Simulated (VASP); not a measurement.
W: elastic constants with PBEsol

The system is W.

```
W
1.0
    -1.58234    1.58234    1.58234
     1.58234   -1.58234    1.58234
     1.58234    1.58234   -1.58234
W
1
Direct
  0.00000 0.00000 0.00000
```

```json
{
 "Program": "VASP 6.6.1",
 "Task": "elastic constants",
 "Functional": "PBEsol",
 "Potentials or basis": "VASP PAW PBE potentials, release 64 (W_sv)",
 "Cutoff": "600 eV",
 "k mesh": "9 × 9 × 9",
 "Occupations": "fermi-dirac, width 0.05 eV",
 "Spin": "no spin polarisation",
 "Dipole correction": "no",
 "Ions in elastic constants": "relaxed",
 "Further INCAR settings": "ALGO = Normal; EDIFF = 1e-08; IBRION = 6; POTIM = 0.015; NSW = 1; ISIF = 3"
}
```

```
Elastic constants C11, C12, C44 : 497, 229, 112 GPa
Voigt bulk modulus              : 318 GPa
```

Elastic tensor in Voigt notation (GPa, in the Cartesian axes of the cell as first typed):
```
497 229 229   0   0   0
229 497 229   0   0   0
229 229 497   0   0   0
  0   0   0 112   0   0
  0   0   0   0 112   0
  0   0   0   0   0 112
```

Clamped-ion elastic tensor (GPa):
```
497 229 229   0   0   0
229 497 229   0   0   0
229 229 497   0   0   0
  0   0   0 112   0   0
  0   0   0   0 112   0
  0   0   0   0   0 112
```

It took 3.5 min on 1 thread of Intel(R) Xeon(R) Platinum 8259CL CPU @ 2.50GHz (Skylake/Cascade Lake), on a shared host, peak memory 0.21 GiB.

Caveat: the cell is under stress, which shifts elastic constants; the PAW data sets were made with another functional, which shifts forces and pressure a little.
